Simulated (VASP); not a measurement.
# PbS (R3m) in VASP: further runs

PbS is run at these levels: LDA, PBE, r2SCAN, HSE06; tasks: single point.

Everything below comes from runs of VASP 6.6.1. Logs are shortened: lines on timing, memory, paths and dates and some standing lists are left out, and cuts for length are marked.

## Step 1: The cell of the first run

It takes space group R3m (No. 160, trigonal). The conventional cell has a = 4.201 Å, b = 4.201 Å, c = 10.291 Å, α = 90.00°, β = 90.00°, γ = 120.00°. Within 3.9 Å of Pb (site symmetry 3m) lie 6 S at 2.97 Å. Within 3.9 Å of S (site symmetry 3m) lie 6 Pb at 2.97 Å.

## Step 2: Single point, LDA

The input, INCAR:

```
SYSTEM = PbS
PREC = Accurate
ENCUT = 520
EDIFF = 1E-7
ISMEAR = 0
SIGMA = 0.01
LREAL = .FALSE.
LASPH = .TRUE.
NELM = 100
ALGO = Normal
ISIF = 2
LWAVE = .FALSE.
LCHARG = .TRUE.
LELF = .TRUE.
LVHAR = .TRUE.
NBANDS = 17
```

The input, KPOINTS:

```
regular mesh
0
G
  4 4 4
  0 0 0
```

The input, POSCAR:

```
PbS
1.0
    2.1005109999      1.2127305912      3.4301896765
   -2.1005109999      1.2127305912      3.4301896765
    0.0000000000     -2.4254611824      3.4301896765
Pb S
1 1
Direct
    0.9781436749      0.9781436749      0.9781436749
    0.4774576551      0.4774576551      0.4774576551
```

Potentials or basis: VASP PAW LDA potentials, release 64 (Pb_d, S).

On the command line:

```console
cat potpaw_LDA.64/Pb_d/POTCAR potpaw_LDA.64/S/POTCAR > POTCAR
mpirun -np 1 vasp_std > vasp.out
```

OUTCAR:

```text
SYSTEM = PbS
   PREC = Accurate
   ENCUT = 520
   EDIFF = 1E-7
   ISMEAR = 0
   LREAL = .FALSE.
   LASPH = .TRUE.
   NELM = 100
   ISIF = 2

 ion  position               nearest neighbor table
   1  0.978  0.978  0.978-   2 2.97   2 2.97   2 2.97   2 2.97   2 2.97   2 2.97
   2  0.477  0.477  0.477-   1 2.97   1 2.97   1 2.97   1 2.97   1 2.97   1 2.97

  LATTYP: Found a trigonal (rhomboedric) cell.
 ALAT       =     4.2010788096
 COS(alpha) =     0.5000135226

  Lattice vectors:

 A1 = (   2.1005109999,   1.2127305912,   3.4301896765)
 A2 = (  -2.1005109999,   1.2127305912,   3.4301896765)
 A3 = (   0.0000000000,  -2.4254611824,   3.4301896765)

Analysis of symmetry for initial positions (statically):
=====================================================================
 Subroutine PRICEL returns:
 Original cell was already a primitive cell.

 Routine SETGRP: Setting up the symmetry group for a
 trigonal (rhombohedral) supercell.

 Subroutine GETGRP returns: Found  6 space group operations
 (whereof  6 operations were pure point group operations)
 out of a pool of 12 trial point group operations.

The static configuration has the point symmetry C_3v.

Analysis of symmetry for dynamics (positions and initial velocities):
=====================================================================
 Subroutine PRICEL returns:
 Original cell was already a primitive cell.

 Routine SETGRP: Setting up the symmetry group for a
 trigonal (rhombohedral) supercell.

 Subroutine GETGRP returns: Found  6 space group operations
 (whereof  6 operations were pure point group operations)
 out of a pool of 12 trial point group operations.

The dynamic configuration has the point symmetry C_3v.

 Subroutine INISYM returns: Found  6 space group operations
 (whereof  6 operations are pure point group operations),
 and found     1 'primitive' translations

----------------------------------------------------------------------------------------

                                     Primitive cell

  volume of cell :      52.4274

  direct lattice vectors                    reciprocal lattice vectors
     2.100511000  1.212730591  3.430189676     0.238037316  0.137430908  0.097176356
    -2.100511000  1.212730591  3.430189676    -0.238037316  0.137430908  0.097176356
     0.000000000 -2.425461182  3.430189676     0.000000000 -0.274861817  0.097176356

  length of vectors
     4.201078810  4.201078810  4.201078810     0.291534325  0.291534325  0.291534325

  position of ions in fractional coordinates (direct lattice)
     0.978143675  0.978143675  0.978143675
     0.477457655  0.477457655  0.477457655

  ion indices of the primitive-cell ions
   primitive index   ion index
                 1           1
                 2           2

----------------------------------------------------------------------------------------

 KPOINTS: regular mesh

Automatic generation of k-mesh.
 Grid dimensions read from file:
 generate k-points for:    4    4    4

 Generating k-lattice:

  Cartesian coordinates                     Fractional coordinates (reciprocal lattice)
     0.059509329  0.034357727  0.024294089     0.250000000 -0.000000000  0.000000000
    -0.059509329  0.034357727  0.024294089    -0.000000000  0.250000000  0.000000000
     0.000000000 -0.068715454  0.024294089     0.000000000  0.000000000  0.250000000

  Length of vectors
     0.072883581  0.072883581  0.072883581

  Shift w.r.t. Gamma in fractional coordinates (k-lattice)
     0.000000000  0.000000000  0.000000000

 Subroutine IBZKPT returns following result:
 ===========================================

 Found     13 irreducible k-points:

 Following reciprocal coordinates:
            Coordinates               Weight
  0.000000  0.000000  0.000000      1.000000
  0.250000  0.000000  0.000000      6.000000
  0.250000  0.250000  0.250000      2.000000
  0.500000  0.000000  0.000000      3.000000
  0.500000  0.500000  0.500000      1.000000
  0.250000  0.250000  0.000000      6.000000
  0.500000  0.250000 -0.000000     12.000000
  0.250000  0.250000 -0.250000      6.000000
  0.500000  0.250000  0.500000      6.000000
 -0.250000  0.250000  0.000000      6.000000
  0.250000  0.250000  0.500000      6.000000
  0.500000  0.500000  0.000000      3.000000
 -0.250000  0.500000  0.250000      6.000000
   k-points           NKPTS =     13   k-points in BZ     NKDIM =     13   number of bands    NBANDS=     17
   number of dos      NEDOS =    301   number of ions     NIONS =      2
   total plane-waves  NPLWV =  32768
   dimension x,y,z NGX =    32 NGY =   32 NGZ =   32
   dimension x,y,z NGXF=    64 NGYF=   64 NGZF=   64
   ions per type =               1   1
   NGX,Y,Z   is equivalent  to a cutoff of  12.66, 12.66, 12.66 a.u.
   NGXF,Y,Z  is equivalent  to a cutoff of  25.33, 25.33, 25.33 a.u.
 SYSTEM =  PbS
   PREC   = accura    normal or accurate (medium, high low for compatibility)
   ISTART =      0    job   : 0-new  1-cont  2-samecut
   ICHARG =      2    charge: 1-file 2-atom 10-const
   ISPIN  =      1    spin polarized calculation?
   LNONCOLLINEAR =      F non collinear calculations
   LSORBIT =      F    spin-orbit coupling
   LASPH  =      T    aspherical Exc in radial PAW
   ENCUT  =  520.0 eV  38.22 Ry    6.18 a.u.   7.81  7.81  7.81*2*pi/ulx,y,z
   NELM   =    100;   NELMIN=  2; NELMDL= -5     # of ELM steps
   EDIFF  = 0.1E-06   stopping-criterion for ELM
   LREAL  =      F    real-space projection
   EDIFFG = 0.1E-05   stopping-criterion for IOM
   NSW    =      0    number of steps for IOM
   IBRION =     -1    ionic relax: 0-MD 1-quasi-New 2-CG
   NFREE  =      0    steps in history (QN), initial steepest desc. (CG)
   ISIF   =      2    stress and relaxation
   ISYM   =      2    0-nonsym 1-usesym 2-fastsym
   POTIM  = 0.5000    time-step for ionic-motion
   TEBEG  =    0.0;   TEEND  =   0.0 temperature during run
   PSTRESS=    0.0 pullay stress
   NELECT =      20.0000    total number of electrons
   NUPDOWN=      -1.0000    fix difference up-down
   EMIN   =  10.00;   EMAX   =-10.00  energy-range for DOS
   EFERMI =   0.00;   METHOD = LEGACY
   ISMEAR =     0;   SIGMA  =   0.01  broadening in eV -4-tet -1-fermi 0-gaus
   EFERMI_NEDOS =   21; number of points for ismear=-14 and -15
   IALGO  =     38    algorithm
   IMIX   =      4    mixing-type and parameters
     AMIX     =   0.40;   BMIX     =  1.00
     AMIX_MAG =   1.60;   BMIX_MAG =  1.00
  volume/ion in A,a.u.               =      26.21       176.90
  Fermi-wavevector in a.u.,A,eV,Ry     =   1.187313  2.243696 19.180302  1.409712
  Thomas-Fermi vector in A             =   2.323467
   LORBIT       =      0    0 simple, 1 ext, 2 COOP (PROOUT), +10 PAW based schemes
   GGA     = CA    functional components
   LHFCALC =     F    Hartree Fock is set to
   AEXX    =    0.0000 exact exchange contribution
   IVDW    =     0    specifies the selected vdW correction
   LEPSILON=     F    determine dielectric tensor
   LRPA    =     F    only Hartree local field effects (RPA)
 non-spin polarized calculation
 Gauss-broadening in eV      SIGMA  =   0.01
  energy-cutoff  :      520.00
  volume of cell :       52.43
 maximum number of plane-waves:      1428
   NGX = 15   NGY = 15   NGZ = 15

 number of electron      20.0000001 magnetization

 Free energy of the ion-electron system (eV)
  ---------------------------------------------------
  ext. energy  EPLUGINS =         0.00000000
  ---------------------------------------------------
  free energy    TOTEN  =        -9.96388822 eV

  energy without entropy =       -9.96388822  energy(sigma->0) =       -9.96388822

 E-fermi :   5.5991     XC(G=0): -10.0078

 val. band max:        5.5254587003   @ k =   0.5000   0.0000   0.0000
 cond. band min:       5.7504141591   @ k =   0.5000   0.0000   0.0000
 fundamental gap:      0.2249554588
 Fermi energy:         5.5991446164

 k-point     1 :       0.0000    0.0000    0.0000
  band No.  band energies     occupation
      1     -11.2348      2.00000
      2     -11.2348      2.00000
      3     -11.2348      2.00000
      4     -11.2259      2.00000
      5     -11.2259      2.00000
      6      -7.9970      2.00000
[... 9 lines left out ...]
     16      12.1872      0.00000
     17      13.9779      0.00000

 k-point     2 :       0.2500    0.0000    0.0000
  band No.  band energies     occupation
      1     -11.2431      2.00000
      2     -11.2430      2.00000
      3     -11.2328      2.00000
      4     -11.2099      2.00000
      5     -11.2098      2.00000
      6      -7.4847      2.00000
[... 9 lines left out ...]
     16      13.4103      0.00000
     17      17.2197      0.00000

 k-point     3 :       0.2500    0.2500    0.2500
  band No.  band energies     occupation
      1     -11.2431      2.00000
      2     -11.2431      2.00000
      3     -11.2328      2.00000
      4     -11.2098      2.00000
      5     -11.2098      2.00000
      6      -7.4848      2.00000
[... 9 lines left out ...]
     16      13.4103      0.00000
     17      17.2185      0.00000

 k-point     4 :       0.5000    0.0000    0.0000
  band No.  band energies     occupation
      1     -11.2579      2.00000
      2     -11.2579      2.00000
      3     -11.2318      2.00000
      4     -11.1869      2.00000
      5     -11.1869      2.00000
      6      -6.7197      2.00000
[... 9 lines left out ...]
     16      15.6238      0.00000
     17      15.9586      0.00000

 k-point     5 :       0.5000    0.5000    0.5000
  band No.  band energies     occupation
      1     -11.2579      2.00000
      2     -11.2579      2.00000
      3     -11.2318      2.00000
      4     -11.1869      2.00000
      5     -11.1869      2.00000
      6      -6.7198      2.00000
[... 9 lines left out ...]
     16      15.6237      0.00000
     17      15.9587      0.00000

 k-point     6 :       0.2500    0.2500    0.0000
  band No.  band energies     occupation
      1     -11.2835      2.00000
      2     -11.2478      2.00000
      3     -11.2128      2.00000
      4     -11.2047      2.00000
      5     -11.2047      2.00000
      6      -7.2939      2.00000
[... 9 lines left out ...]
     16      15.4490      0.00000
     17      15.4920      0.00000

 k-point     7 :       0.5000    0.2500   -0.0000
  band No.  band energies     occupation
      1     -11.3137      2.00000
      2     -11.2365      2.00000
      3     -11.2268      2.00000
      4     -11.1957      2.00000
      5     -11.1822      2.00000
      6      -6.5258      2.00000
[... 9 lines left out ...]
     16      16.2455      0.00000
     17      16.8697      0.00000

 k-point     8 :       0.2500    0.2500   -0.2500
  band No.  band energies     occupation
      1     -11.3137      2.00000
      2     -11.2365      2.00000
      3     -11.2268      2.00000
      4     -11.1957      2.00000
      5     -11.1823      2.00000
      6      -6.5258      2.00000
[... 9 lines left out ...]
     16      16.2456      0.00000
     17      16.8698      0.00000

 k-point     9 :       0.5000    0.2500    0.5000
  band No.  band energies     occupation
      1     -11.3137      2.00000
      2     -11.2365      2.00000
      3     -11.2269      2.00000
      4     -11.1957      2.00000
      5     -11.1823      2.00000
      6      -6.5259      2.00000
[... 9 lines left out ...]
     16      16.2455      0.00000
     17      16.8697      0.00000

 k-point    10 :      -0.2500    0.2500    0.0000
  band No.  band energies     occupation
      1     -11.2731      2.00000
      2     -11.2422      2.00000
      3     -11.2205      2.00000
      4     -11.2038      2.00000
      5     -11.2024      2.00000
      6      -6.7959      2.00000
[... 9 lines left out ...]
     16      15.2670      0.00000
     17      16.1665      0.00000

 k-point    11 :       0.2500    0.2500    0.5000
  band No.  band energies     occupation
      1     -11.2731      2.00000
      2     -11.2422      2.00000
      3     -11.2205      2.00000
      4     -11.2038      2.00000
      5     -11.2024      2.00000
      6      -6.7960      2.00000
[... 9 lines left out ...]
     16      15.2667      0.00000
     17      16.1665      0.00000

 k-point    12 :       0.5000    0.5000    0.0000
  band No.  band energies     occupation
      1     -11.3779      2.00000
      2     -11.2609      2.00000
      3     -11.1998      2.00000
      4     -11.1730      2.00000
      5     -11.1730      2.00000
      6      -6.2928      2.00000
[... 9 lines left out ...]
     16      17.8109      0.00000
     17      17.8131      0.00000

 k-point    13 :      -0.2500    0.5000    0.2500
  band No.  band energies     occupation
      1     -11.3340      2.00000
      2     -11.2241      2.00000
      3     -11.2183      2.00000
      4     -11.2182      2.00000
      5     -11.1730      2.00000
      6      -6.2456      2.00000
[... 9 lines left out ...]
     16      17.4525      0.00000
     17      17.8032      0.00000

------------------------ aborting loop because EDIFF is reached ----------------------------------------

  FORCE on cell =-STRESS in cart. coord.  units (eV):
  Direction    XX          YY          ZZ          XY          YZ          ZX
  --------------------------------------------------------------------------------------
  -------------------------------------------------------------------------------------
  Total       -0.8897409     -0.8897409     -0.8899159      0.0000000      0.0000000      0.0000000
  in kB      -27.1903925    -27.1903925    -27.1957381      0.0000000      0.0000000      0.0000000
  external PRESSURE =     -27.1921743 kB  Pullay stress =       0.0000000 kB

 VOLUME and BASIS-vectors are now :
 -----------------------------------------------------------------------------
  energy-cutoff  :      520.00
  volume of cell :       52.43
      direct lattice vectors                 reciprocal lattice vectors
     2.100511000  1.212730591  3.430189676     0.238037316  0.137430908  0.097176356
    -2.100511000  1.212730591  3.430189676    -0.238037316  0.137430908  0.097176356
     0.000000000 -2.425461182  3.430189676     0.000000000 -0.274861817  0.097176356

 POSITION                                       TOTAL-FORCE (eV/Angst)
 -----------------------------------------------------------------------------------
      0.00000      0.00000     10.06566         0.000000      0.000000      0.013270
      0.00000      0.00000      4.91331         0.000000     -0.000000     -0.013270
 -----------------------------------------------------------------------------------
    total drift:                               -0.000000     -0.000000      0.000079

  FREE ENERGIE OF THE ION-ELECTRON SYSTEM (eV)
  ---------------------------------------------------
  free  energy   TOTEN  =        -9.9638882230 eV

  energy  without entropy=       -9.9638882230  energy(sigma->0) =       -9.96388822
```

Run time: 7.7 s. Hardware: 1 thread of Intel Xeon Platinum 8375C at 2.90GHz (Ice Lake), shared host; peak memory 0.15 GiB.

Results:

```yaml
Free_energy: -9.9639 eV
Pressure: -2.7 GPa
Largest_force: 0.013 eV/Å
Band_gap_on_the_k_mesh: 0.22 eV, direct
```

Forces on the atoms (eV/Å):
```
Pb   0.000  0.000  0.013
S    0.000  0.000 -0.013
```

Caveat: the k points lie up to 0.46 Å⁻¹ apart; spin-orbit coupling is left out, which moves the levels of the heavy elements. A k mesh can miss the band edges.

## Step 3: Single point, PBE

The input, INCAR:

```
SYSTEM = PbS
ALGO = Normal
EDIFF = 1E-6
ENCUT = 520
GGA = PE
ISIF = 2
ISMEAR = 0
LASPH = .True.
LCHARG = .False.
LREAL = .False.
LWAVE = .False.
NBANDS = 17
NELM = 100
PREC = Accurate
SIGMA = 0.01
```

The input, KPOINTS:

```
k-points
0
Gamma
  4 4 4
  0 0 0
```

POSCAR is that of step 2.

Potentials or basis: VASP PAW PBE potentials, release 64 (Pb_d, S).

On the command line:

```console
cat potpaw_PBE.64/Pb_d/POTCAR potpaw_PBE.64/S/POTCAR > POTCAR
mpirun -np 1 vasp_std > vasp.out
```

Run time: 10 s. Hardware: 1 thread of Intel Xeon Platinum 8375C at 2.90GHz (Ice Lake), shared host; peak memory 0.17 GiB.

It converged, with:

| Property | Result |
| --- | --- |
| Free energy | -8.7455 eV |
| Pressure | 1.9 GPa |
| Largest force | 0.005 eV/Å |
| Band gap on the k mesh | 0.38 eV, direct |

Forces in eV/Å, atoms in the order of the input:
```
Pb   0.000  0.000  0.005
S    0.000  0.000 -0.005
```

Levels at points of the mesh, in eV from the valence-band top:
| k point | band 6 | band 7 | band 8 | band 9 | band 10 | band 11 | band 12 | band 13 | band 14 | band 15 |
| --- | --- | --- | --- | --- | --- | --- | --- | --- | --- | --- |
| (0.00, 0.00, 0.00) | -13.55 | -6.04 | -2.14 | -2.14 | -2.14 | 5.20 | 5.20 | 5.20 | 6.75 | 6.75 |
| (0.50, 0.00, 0.00) | -12.32 | -8.81 | -1.76 | -1.76 | 0.00 | 0.38 | 1.98 | 1.98 | 8.66 | 10.14 |
| (0.50, 0.50, 0.50) | -12.32 | -8.81 | -1.76 | -1.76 | 0.00 | 0.38 | 1.98 | 1.98 | 8.66 | 10.14 |
| (0.50, 0.50, 0.00) | -11.90 | -7.19 | -5.15 | -3.40 | -3.40 | 3.89 | 5.56 | 5.67 | 5.67 | 11.18 |

Caveat: the k points lie up to 0.46 Å⁻¹ apart; spin-orbit coupling is left out, which moves the levels of the heavy elements.

## Step 4: Single point, r2SCAN

POSCAR is that of step 3.

The input, INCAR.step1:

```
PREC = Accurate
ENCUT = 520
ISMEAR = 0
SIGMA = 0.01
LREAL = False
LASPH = True
NELM = 80
NBANDS = 17
GGA = PE
ALGO = Normal
EDIFF = 1E-4
LWAVE = True
LCHARG = False
```

The input, INCAR.step2:

```
PREC = Accurate
ENCUT = 520
EDIFF = 1E-7
ISMEAR = 0
SIGMA = 0.01
LREAL = False
LASPH = True
NELM = 80
ALGO = Normal
ISIF = 2
LWAVE = False
LCHARG = True
METAGGA = R2SCAN
LMIXTAU = True
LELF = True
LVHAR = True
NBANDS = 17
ISTART = 1
```

The input, KPOINTS:

```
Automatic mesh
0
Gamma
  4 4 4
```

On the command line:

```console
cat potpaw_PBE.64/Pb_d/POTCAR potpaw_PBE.64/S/POTCAR > POTCAR
cp INCAR.step1 INCAR
mpirun -np 1 vasp_std > vasp.out
cp INCAR.step2 INCAR
mpirun -np 1 vasp_std > vasp.out
```

Wall time 39 s (1 thread of Intel Xeon Platinum 8375C at 2.90GHz (Ice Lake), shared host); peak memory 0.18 GiB.

Results (log left out):

- Free energy: -65.5955 eV
- Pressure: 1.1 GPa
- Band gap on the k mesh: 0.64 eV, direct

Forces on the atoms (eV/Å):
```
Pb   0.000  0.000  0.003
S    0.000  0.000 -0.003
```

Levels at points of the mesh, in eV from the valence-band top:
| k point | band 6 | band 7 | band 8 | band 9 | band 10 | band 11 | band 12 | band 13 | band 14 | band 15 |
| --- | --- | --- | --- | --- | --- | --- | --- | --- | --- | --- |
| (0.00, 0.00, 0.00) | -14.17 | -6.11 | -2.31 | -2.31 | -2.31 | 5.54 | 5.54 | 5.54 | 7.15 | 7.15 |
| (0.50, 0.00, 0.00) | -12.93 | -9.08 | -1.91 | -1.91 | 0.00 | 0.64 | 2.20 | 2.20 | 9.16 | 10.63 |
| (0.50, 0.50, 0.50) | -12.93 | -9.08 | -1.91 | -1.91 | 0.00 | 0.64 | 2.20 | 2.20 | 9.16 | 10.63 |
| (0.50, 0.50, 0.00) | -12.47 | -7.36 | -5.34 | -3.58 | -3.58 | 4.17 | 5.99 | 6.07 | 6.07 | 11.70 |

Caveat: the k points lie up to 0.46 Å⁻¹ apart; the PAW data sets were made with another functional, which shifts forces and pressure a little; spin-orbit coupling is left out, which moves the levels of the heavy elements. A k mesh can miss the band edges.

[end of part 1 of 2]
